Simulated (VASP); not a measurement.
# Zr2N in VASP: further runs

The runs below take Zr2N through single point, with r2SCAN.

All numbers are computed with VASP 6.6.1; they aren't measurements. Logs are shortened: lines on timing, memory, paths and dates and some standing lists are left out, and cuts for length are marked.

### 1 The cell of the first run

It takes space group P4_2/mnm (No. 136, tetragonal). Conventional cell: a = 5.413 Å, b = 5.413 Å, c = 3.308 Å, α = 90.00°, β = 90.00°, γ = 90.00°. Within 3.0 Å of Zr (site symmetry m2m) lie 3 N at 2.27 Å. N (site symmetry mmm) has 6 Zr at 2.27 Å within 3.0 Å.

### 2 Single point, r2SCAN

File POSCAR:

```
Zr2N
1.0
    5.4130027300      0.0000000000      0.0000000000
    0.0000000000      5.4130027300      0.0000000000
    0.0000000000      0.0000000000      3.3077891900
Zr N
4 2
Direct
    0.2961254600      0.2961254600      0.0000000000
    0.7038745400      0.7038745400      0.0000000000
    0.7961254600      0.2038745400      0.5000000000
    0.2038745400      0.7961254600      0.5000000000
    0.0000000000      0.0000000000      0.0000000000
    0.5000000000      0.5000000000      0.5000000000
```

File INCAR.step1:

```
SYSTEM = Zr2N
  PREC = Accurate
  ENCUT = 520
  ISMEAR = 1
  SIGMA = 0.5
  LREAL = .False.
  LASPH = .True.
  NELM = 100
  NBANDS = 38
  GGA = PE
  ALGO = Normal
  EDIFF = 1E-4
  LWAVE = .True.
  LCHARG = .False.
```

File INCAR.step2:

```
SYSTEM = Zr2N
  PREC = Accurate
  ENCUT = 520
  EDIFF = 1E-6
  ISMEAR = 1
  SIGMA = 0.5
  LREAL = .False.
  LASPH = .True.
  NELM = 100
  ALGO = Normal
  ISIF = 2
  LWAVE = .False.
  LCHARG = .True.
  METAGGA = R2SCAN
  LMIXTAU = .True.
  LELF = .True.
  LVHAR = .True.
  NBANDS = 38
  ISTART = 1
```

File KPOINTS:

```
Automatic mesh
0
Gamma
  8 8 10
  0 0 0
```

Potentials or basis: VASP PAW PBE potentials, release 64 (Zr_sv, N).

Run with:

```sh
$ cat potpaw_PBE.64/Zr_sv/POTCAR potpaw_PBE.64/N/POTCAR > POTCAR
$ cp INCAR.step1 INCAR
$ mpirun -np 1 vasp_std > vasp.out
$ cp INCAR.step2 INCAR
$ mpirun -np 1 vasp_std > vasp.out
```

OUTCAR:

```text
SYSTEM = Zr2N
   PREC = Accurate
   ENCUT = 520
   EDIFF = 1E-6
   ISMEAR = 1
   LREAL = .False.
   LASPH = .True.
   NELM = 100
   ISIF = 2
   METAGGA = R2SCAN
   ISTART = 1

 ion  position               nearest neighbor table
   1  0.296  0.296  0.000-   5 2.27   6 2.27   6 2.27   2 3.12   4 3.21   3 3.21   4 3.21   3 3.21
                             4 3.21   4 3.21   3 3.21   3 3.21   2 3.89   2 3.89
   2  0.704  0.704  0.000-   5 2.27   6 2.27   6 2.27   1 3.12   4 3.21   3 3.21   4 3.21   3 3.21
                             3 3.21   3 3.21   4 3.21   4 3.21   1 3.89   1 3.89
   3  0.796  0.204  0.500-   6 2.27   5 2.27   5 2.27   4 3.12   1 3.21   1 3.21   2 3.21   2 3.21
                             2 3.21   2 3.21   1 3.21   1 3.21   4 3.89   4 3.89
   4  0.204  0.796  0.500-   6 2.27   5 2.27   5 2.27   3 3.12   1 3.21   1 3.21   2 3.21   2 3.21
                             1 3.21   1 3.21   2 3.21   2 3.21   3 3.89   3 3.89
   5  0.000  0.000  0.000-   1 2.27   2 2.27   3 2.27   4 2.27   3 2.27   4 2.27
   6  0.500  0.500  0.500-   3 2.27   4 2.27   1 2.27   2 2.27   1 2.27   2 2.27

  LATTYP: Found a simple tetragonal cell.
 ALAT       =     5.4130027300
 C/A-ratio  =     0.6110821211

  Lattice vectors:

 A1 = (   5.4130027300,   0.0000000000,   0.0000000000)
 A2 = (   0.0000000000,   5.4130027300,   0.0000000000)
 A3 = (   0.0000000000,   0.0000000000,   3.3077891900)

Analysis of symmetry for initial positions (statically):
=====================================================================
 Subroutine PRICEL returns:
 Original cell was already a primitive cell.

 Routine SETGRP: Setting up the symmetry group for a
 simple tetragonal supercell.

 Subroutine GETGRP returns: Found 16 space group operations
 (whereof  8 operations were pure point group operations)
 out of a pool of 16 trial point group operations.

The static configuration has the point symmetry D_2h.
 The point group associated with its full space group is D_4h.

Analysis of symmetry for dynamics (positions and initial velocities):
=====================================================================
 Subroutine PRICEL returns:
 Original cell was already a primitive cell.

 Routine SETGRP: Setting up the symmetry group for a
 simple tetragonal supercell.

 Subroutine GETGRP returns: Found 16 space group operations
 (whereof  8 operations were pure point group operations)
 out of a pool of 16 trial point group operations.

The dynamic configuration has the point symmetry D_2h.
 The point group associated with its full space group is D_4h.

[... 109 lines left out ...]
   NSW    =      0    number of steps for IOM
   IBRION =     -1    ionic relax: 0-MD 1-quasi-New 2-CG
   NFREE  =      0    steps in history (QN), initial steepest desc. (CG)
   ISIF   =      2    stress and relaxation
   ISYM   =      2    0-nonsym 1-usesym 2-fastsym
   POTIM  = 0.5000    time-step for ionic-motion
   TEBEG  =    0.0;   TEEND  =   0.0 temperature during run
   PSTRESS=    0.0 pullay stress
   NELECT =      58.0000    total number of electrons
   NUPDOWN=      -1.0000    fix difference up-down
   EMIN   =  10.00;   EMAX   =-10.00  energy-range for DOS
   EFERMI =   0.00;   METHOD = LEGACY
   ISMEAR =     1;   SIGMA  =   0.50  broadening in eV -4-tet -1-fermi 0-gaus
   EFERMI_NEDOS =   21; number of points for ismear=-14 and -15
   IALGO  =     38    algorithm
   IMIX   =      4    mixing-type and parameters
     AMIX     =   0.40;   BMIX     =  1.00
     AMIX_MAG =   1.60;   BMIX_MAG =  1.00
  volume/ion in A,a.u.               =      16.15       109.01
  Fermi-wavevector in a.u.,A,eV,Ry     =   1.379577  2.607023 25.895066  1.903234
  Thomas-Fermi vector in A             =   2.504534
   LORBIT       =      0    0 simple, 1 ext, 2 COOP (PROOUT), +10 PAW based schemes
   METAGGA = R2SCAN    functional components
   LHFCALC =     F    Hartree Fock is set to
   AEXX    =    0.0000 exact exchange contribution
   IVDW    =     0    specifies the selected vdW correction
   LEPSILON=     F    determine dielectric tensor
   LRPA    =     F    only Hartree local field effects (RPA)
 non-spin polarized calculation
 Methfessel and Paxton  Order N= 1 SIGMA  =   0.50
  energy-cutoff  :      520.00
  volume of cell :       96.92
 maximum number of plane-waves:      2636
   NGX = 21   NGY = 21   NGZ = 13

 number of electron      58.0000001 magnetization

 Free energy of the ion-electron system (eV)
  ---------------------------------------------------
  ext. energy  EPLUGINS =         0.00000000
  ---------------------------------------------------
  free energy    TOTEN  =      -117.72883568 eV

  energy without entropy =     -117.75911989  energy(sigma->0) =     -117.73893042

 E-fermi :   9.7748     XC(G=0): -12.5465

 val. band max:        9.7641270504   @ k =   0.2500   0.2500   0.3000
 cond. band min:       9.8009638481   @ k =   0.2500   0.2500   0.1000
 fundamental gap:      0.0368367977
 Fermi energy:         9.7748390145

 k-point     1 :       0.0000    0.0000    0.0000
  band No.  band energies     occupation
      1     -40.7193      2.00000
      2     -40.5738      2.00000
      3     -40.5738      2.00000
      4     -40.5132      2.00000
      5     -18.9421      2.00000
      6     -18.3558      2.00000
[... 973 lines left out ...]
     37      13.4478     -0.00000
     38      13.4478     -0.00000

 [... further k-points ...]

------------------------ aborting loop because EDIFF is reached ----------------------------------------

  FORCE on cell =-STRESS in cart. coord.  units (eV):
  Direction    XX          YY          ZZ          XY          YZ          ZX
  --------------------------------------------------------------------------------------
  -------------------------------------------------------------------------------------
  Total       -0.0231788     -0.0231788     -0.1794886     -0.0000000      0.0000000      0.0000000
  in kB       -0.3831664     -0.3831664     -2.9671067     -0.0000000      0.0000000      0.0000000
  external PRESSURE =      -1.2444798 kB  Pullay stress =       0.0000000 kB

 VOLUME and BASIS-vectors are now :
 -----------------------------------------------------------------------------
  energy-cutoff  :      520.00
  volume of cell :       96.92
      direct lattice vectors                 reciprocal lattice vectors
     5.413002730  0.000000000  0.000000000     0.184740347  0.000000000  0.000000000
     0.000000000  5.413002730  0.000000000     0.000000000  0.184740347  0.000000000
     0.000000000  0.000000000  3.307789190     0.000000000  0.000000000  0.302316727

 POSITION                                       TOTAL-FORCE (eV/Angst)
 -----------------------------------------------------------------------------------
      1.60293      1.60293      0.00000         0.024271      0.024271      0.000000
      3.81007      3.81007      0.00000        -0.024271     -0.024271     -0.000000
      4.30943      1.10357      1.65389         0.024271     -0.024271     -0.000000
      1.10357      4.30943      1.65389        -0.024271      0.024271     -0.000000
      0.00000      0.00000      0.00000         0.000000      0.000000     -0.000000
      2.70650      2.70650      1.65389         0.000000      0.000000     -0.000000
 -----------------------------------------------------------------------------------
    total drift:                                0.000000     -0.000000     -0.000000

  FREE ENERGIE OF THE ION-ELECTRON SYSTEM (eV)
  ---------------------------------------------------
  free  energy   TOTEN  =      -117.7288356821 eV

  energy  without entropy=     -117.7591198944  energy(sigma->0) =     -117.73893042
```

OUTCAR.step1:

```text
SYSTEM = Zr2N
   PREC = Accurate
   ENCUT = 520
   ISMEAR = 1
   LREAL = .False.
   LASPH = .True.
   NELM = 100
[... 1226 lines left out ...]
      1.10357      4.30943      1.65389         0.001651     -0.001651     -0.000000
      0.00000      0.00000      0.00000         0.000000      0.000000     -0.000000
      2.70650      2.70650      1.65389         0.000000      0.000000     -0.000000
 -----------------------------------------------------------------------------------
    total drift:                                0.000000     -0.000000     -0.000000

  FREE ENERGIE OF THE ION-ELECTRON SYSTEM (eV)
  ---------------------------------------------------
  free  energy   TOTEN  =       -58.3051550753 eV

  energy  without entropy=      -58.3350592556  energy(sigma->0) =      -58.31512314
```

It took 14 min on 1 thread of Intel Xeon Platinum 8488C (Sapphire Rapids), shared host; peak memory 0.38 GiB.

What came out:

```yaml
Free_energy: -117.7288 eV
Pressure: -0.1 GPa
Largest_force: 0.034 eV/Å
Band_gap_on_the_k_mesh: zero (bands 29 and 30 overlap by 2.62 eV)
```

Forces in eV/Å, atoms in the order of the input:
```
Zr   0.024  0.024  0.000
Zr  -0.024 -0.024  0.000
Zr   0.024 -0.024  0.000
Zr  -0.024  0.024  0.000
N    0.000  0.000  0.000
N    0.000  0.000  0.000
```

Levels at points of the mesh, in eV from the Fermi level:
```
           k point  band 26  band 27  band 28  band 29  band 30  band 31  band 32  band 33  band 34  band 35
(0.00, 0.00, 0.00)    -2.05     0.09     0.75     0.86     1.03     1.03     1.48     1.56     1.56     2.49
(0.50, 0.00, 0.00)    -2.18    -1.03    -1.03     1.45     1.45     1.63     1.63     1.86     1.86     3.29
(0.50, 0.50, 0.00)    -1.68    -1.10    -1.10     0.90     0.90     1.45     1.45     1.76     1.76     2.08
(0.00, 0.00, 0.50)    -1.33    -1.19    -1.19    -1.17    -1.17     2.01     2.01     3.24     3.24     3.86
(0.50, 0.00, 0.50)    -1.81    -1.00    -1.00    -0.89    -0.89     1.57     1.57     3.49     3.49     3.85
(0.50, 0.50, 0.50)    -1.66    -0.82    -0.82    -0.40    -0.40     1.17     1.17     2.67     2.67     4.04
```

Caveat: so wide a smearing shifts energies and pressures; the PAW data sets were made with another functional, which shifts forces and pressure a little.

### 3 Single point, r2SCAN

POSCAR is that of step 2.

File INCAR.step1:

```
PREC = Accurate
ENCUT = 520
ISMEAR = 0
SIGMA = 0.1
LREAL = F
LASPH = T
NELM = 100
NBANDS = 38
GGA = PE
ALGO = Normal
EDIFF = 1E-4
LWAVE = T
LCHARG = F
```

File INCAR.step2:

```
PREC = Accurate
ENCUT = 520
EDIFF = 1E-7
ISMEAR = 0
SIGMA = 0.1
LREAL = F
LASPH = T
NELM = 100
ALGO = Normal
ISIF = 2
LWAVE = F
LCHARG = F
METAGGA = R2SCAN
LMIXTAU = T
NBANDS = 38
ISTART = 1
```

File KPOINTS:

```
regular mesh
0
Gamma
  8 8 10
```

Potentials or basis: VASP PAW PBE potentials, release 64 (Zr_sv, N).

Run with:

```sh
$ cat potpaw_PBE.64/Zr_sv/POTCAR potpaw_PBE.64/N/POTCAR > POTCAR
$ cp INCAR.step1 INCAR
$ mpirun -np 1 vasp_std > vasp.out
$ cp INCAR.step2 INCAR
$ mpirun -np 1 vasp_std > vasp.out
```

OUTCAR:

```text
PREC = Accurate
   ENCUT = 520
   EDIFF = 1E-7
   ISMEAR = 0
   LREAL = F
   LASPH = T
   NELM = 100
   ISIF = 2
   METAGGA = R2SCAN
   ISTART = 1

 ion  position               nearest neighbor table
   1  0.296  0.296  0.000-   5 2.27   6 2.27   6 2.27   2 3.12   4 3.21   3 3.21   4 3.21   3 3.21
                             4 3.21   4 3.21   3 3.21   3 3.21   2 3.89   2 3.89
   2  0.704  0.704  0.000-   5 2.27   6 2.27   6 2.27   1 3.12   4 3.21   3 3.21   4 3.21   3 3.21
                             3 3.21   3 3.21   4 3.21   4 3.21   1 3.89   1 3.89
   3  0.796  0.204  0.500-   6 2.27   5 2.27   5 2.27   4 3.12   1 3.21   1 3.21   2 3.21   2 3.21
                             2 3.21   2 3.21   1 3.21   1 3.21   4 3.89   4 3.89
   4  0.204  0.796  0.500-   6 2.27   5 2.27   5 2.27   3 3.12   1 3.21   1 3.21   2 3.21   2 3.21
                             1 3.21   1 3.21   2 3.21   2 3.21   3 3.89   3 3.89
   5  0.000  0.000  0.000-   1 2.27   2 2.27   3 2.27   4 2.27   3 2.27   4 2.27
   6  0.500  0.500  0.500-   3 2.27   4 2.27   1 2.27   2 2.27   1 2.27   2 2.27

  LATTYP: Found a simple tetragonal cell.
 ALAT       =     5.4130027300
 C/A-ratio  =     0.6110821211

  Lattice vectors:

 A1 = (   5.4130027300,   0.0000000000,   0.0000000000)
 A2 = (   0.0000000000,   5.4130027300,   0.0000000000)
 A3 = (   0.0000000000,   0.0000000000,   3.3077891900)

[... 193 lines left out ...]
      1     -40.7196      2.00000
      2     -40.5741      2.00000
      3     -40.5741      2.00000
      4     -40.5135      2.00000
      5     -18.9448      2.00000
      6     -18.3534      2.00000
[... 973 lines left out ...]
     37      13.4465      0.00000
     38      13.4465      0.00000

 [... further k-points ...]

------------------------ aborting loop because EDIFF is reached ----------------------------------------

  FORCE on cell =-STRESS in cart. coord.  units (eV):
  Direction    XX          YY          ZZ          XY          YZ          ZX
  --------------------------------------------------------------------------------------
  -------------------------------------------------------------------------------------
  Total        0.1002173      0.1002173     -0.3192624     -0.0000000      0.0000000      0.0000000
  in kB        1.6566814      1.6566814     -5.2776915     -0.0000000      0.0000000      0.0000000
  external PRESSURE =      -0.6547763 kB  Pullay stress =       0.0000000 kB

 VOLUME and BASIS-vectors are now :
 -----------------------------------------------------------------------------
  energy-cutoff  :      520.00
  volume of cell :       96.92
      direct lattice vectors                 reciprocal lattice vectors
     5.413002730  0.000000000  0.000000000     0.184740347  0.000000000  0.000000000
     0.000000000  5.413002730  0.000000000     0.000000000  0.184740347  0.000000000
     0.000000000  0.000000000  3.307789190     0.000000000  0.000000000  0.302316727

 POSITION                                       TOTAL-FORCE (eV/Angst)
 -----------------------------------------------------------------------------------
      1.60293      1.60293      0.00000         0.024864      0.024864     -0.000000
      3.81007      3.81007      0.00000        -0.024864     -0.024864      0.000000
      4.30943      1.10357      1.65389         0.024864     -0.024864      0.000000
      1.10357      4.30943      1.65389        -0.024864      0.024864     -0.000000
      0.00000      0.00000      0.00000         0.000000     -0.000000      0.000000
      2.70650      2.70650      1.65389         0.000000     -0.000000      0.000000
 -----------------------------------------------------------------------------------
    total drift:                                0.000000     -0.000000     -0.000000

  FREE ENERGIE OF THE ION-ELECTRON SYSTEM (eV)
  ---------------------------------------------------
  free  energy   TOTEN  =      -117.7461510801 eV

  energy  without entropy=     -117.7353026894  energy(sigma->0) =     -117.74072688
```

OSZICAR.step1:

```text
N       E                     dE             d eps       ncg     rms          rms(c)
DAV:   1     0.573625953676E+03    0.57363E+03   -0.31204E+04  6840   0.154E+03
DAV:   2    -0.122246890139E+02   -0.58585E+03   -0.56952E+03  7778   0.451E+02
DAV:   3    -0.628388631193E+02   -0.50614E+02   -0.49885E+02 10716   0.106E+02
DAV:   4    -0.662493818311E+02   -0.34105E+01   -0.34020E+01 10034   0.249E+01
DAV:   5    -0.663838199131E+02   -0.13444E+00   -0.13440E+00  9376   0.437E+00    0.333E+01
DAV:   6    -0.585148233518E+02    0.78690E+01   -0.47653E+01  8560   0.279E+01    0.143E+01
DAV:   7    -0.583679427359E+02    0.14688E+00   -0.55971E+00  9534   0.805E+00    0.769E+00
DAV:   8    -0.583406985931E+02    0.27244E-01   -0.58081E-01  8082   0.350E+00    0.134E+00
DAV:   9    -0.583252020057E+02    0.15497E-01   -0.22864E-01  9300   0.164E+00    0.704E-01
DAV:  10    -0.583225354631E+02    0.26665E-02   -0.40847E-02  8906   0.922E-01    0.138E-01
DAV:  11    -0.583227649298E+02   -0.22947E-03   -0.13071E-03  8844   0.215E-01    0.359E-02
DAV:  12    -0.583227293356E+02    0.35594E-04   -0.15331E-04  5480   0.594E-02
   1 F= -.58322729E+02 E0= -.58316246E+02  d E =-.129669E-01
```

It took 7.3 min on 1 thread of Intel Xeon 6975P-C (Granite Rapids), shared host; peak memory 0.38 GiB.

What came out:

| Property | Result |
| --- | --- |
| Free energy | -117.7462 eV |
| Pressure | -0.1 GPa |
| Largest force | 0.035 eV/Å |
| Band gap on the k mesh | zero (bands 29 and 30 overlap by 2.62 eV) |

Forces in eV/Å, atoms in the order of the input:
```
Zr   0.025  0.025  0.000
Zr  -0.025 -0.025  0.000
Zr   0.025 -0.025  0.000
Zr  -0.025  0.025  0.000
N    0.000  0.000  0.000
N    0.000  0.000  0.000
```

Levels at points of the mesh, in eV from the Fermi level:
```csv
k point,band 26,band 27,band 28,band 29,band 30,band 31,band 32,band 33
"(0.00, 0.00, 0.00)",-2.04,0.10,0.76,0.87,1.04,1.04,1.48,1.57
"(0.50, 0.00, 0.00)",-2.16,-1.02,-1.02,1.46,1.46,1.65,1.65,1.87
"(0.50, 0.50, 0.00)",-1.66,-1.09,-1.09,0.91,0.91,1.47,1.47,1.77
"(0.00, 0.00, 0.50)",-1.32,-1.18,-1.18,-1.16,-1.16,2.02,2.02,3.25
"(0.50, 0.00, 0.50)",-1.80,-0.99,-0.99,-0.88,-0.88,1.58,1.58,3.51
"(0.50, 0.50, 0.50)",-1.65,-0.81,-0.81,-0.39,-0.39,1.18,1.18,2.68
```

Caveat: the PAW data sets were made with another functional, which shifts forces and pressure a little.

(Continued in part 2 of 2.)
